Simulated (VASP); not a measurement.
LiAl5B:

```
Li Al B
1.0
     3.17316    1.83202    3.39426
    -3.17316    1.83202    3.39426
     0.00000   -3.66405    3.39426
Li Al B
1 5 1
Direct
  0.50000 0.50000 0.50000
  0.84826 0.84826 0.84826
  0.15174 0.15174 0.15174
  0.50000 0.50000 0.00000
  0.00000 0.50000 0.50000
  0.50000 0.00000 0.50000
  0.00000 0.00000 0.00000
```

The cell was built from a structure type or drawn by symmetry, and may not be a known phase.

| Item | Value |
| --- | --- |
| Program | VASP 6.6.1 |
| Task | relaxation of cell and atoms |
| Functional | PBE |
| Potentials or basis | VASP PAW PBE potentials, release 64 (Li_sv, Al, B) |
| Cutoff | 750 eV |
| k mesh | 6 × 6 × 6 |
| Occupations | gaussian, width 0.1 eV |
| Spin | no spin polarisation |

At the start: pressure 24.5 GPa; volume 16.91 Å³/atom.

**Question.** Where does the relaxation end?

**Answer.** Over 27 steps the energy falls by 1316.6 meV/atom and the volume is 15.39 Å³/atom (-9.0 %); space group R-3m (No. 166, to 0.1 Å) before and after.

Step by step:
```
step  energy change (eV)  largest force (eV/Å)  pressure (GPa)  volume (Å³)
   1              0.0000               14.7463           24.48       118.39
   2             -3.4114                3.3179           -1.05       161.86
   3             -3.7299                3.3191           -1.51       158.47
   4             -4.0556                3.3643           -1.88       155.15
   5             -5.7884                3.1694           -0.72       136.91
   6             -5.7405                0.6518            4.79       127.69
   7             -5.9085                2.7068            0.64       133.69
   8             -5.9378                2.3034            1.50       132.04
   9             -6.7812                1.7161           -3.14       135.64
  10             -7.3428                1.0634           -7.31       139.66
  11             -7.4603                0.8293           -8.67       141.34
  12             -8.1407                0.5255           -8.17       132.54
  13             -9.1390                0.7910            1.32       106.77
  14             -9.1570                0.5624           -1.59       110.97
  15             -9.1595                0.5985           -1.17       110.28
  16             -9.1911                0.3335           -0.80       109.20
  17             -9.2065                0.0078           -0.19       107.79
  18             -9.2065                0.0032           -0.17       107.74
  19             -9.2082                0.0196            0.07       107.41
  20             -9.2096                0.0643            0.55       106.77
  21             -9.2107                0.0681            0.52       106.83
  22             -9.2133                0.0793            0.44       107.00
  23             -9.2144                0.0963            0.31       107.34
  24             -9.2149                0.0917            0.36       107.19
  25             -9.2149                0.0931            0.35       107.22
  26             -9.2159                0.0439            0.07       107.58
  27             -9.2160                0.0193           -0.07       107.76
```

Final structure:
```yaml
crystal:
  lattice:
    - [2.59821, 1.50008, 4.60795]
    - [-2.59821, 1.50008, 4.60795]
    - [0.00000, -3.00016, 4.60795]
  atoms:
    - { symbol: Li, position: [0.50000, 0.50000, 0.50000] }
    - { symbol: Al, position: [0.84718, 0.84718, 0.84718] }
    - { symbol: Al, position: [0.15282, 0.15282, 0.15282] }
    - { symbol: Al, position: [0.50000, 0.50000, 0.00000] }
    - { symbol: Al, position: [0.00000, 0.50000, 0.50000] }
    - { symbol: Al, position: [0.50000, 0.00000, 0.50000] }
    - { symbol: B, position: [0.00000, 0.00000, 0.00000] }
```
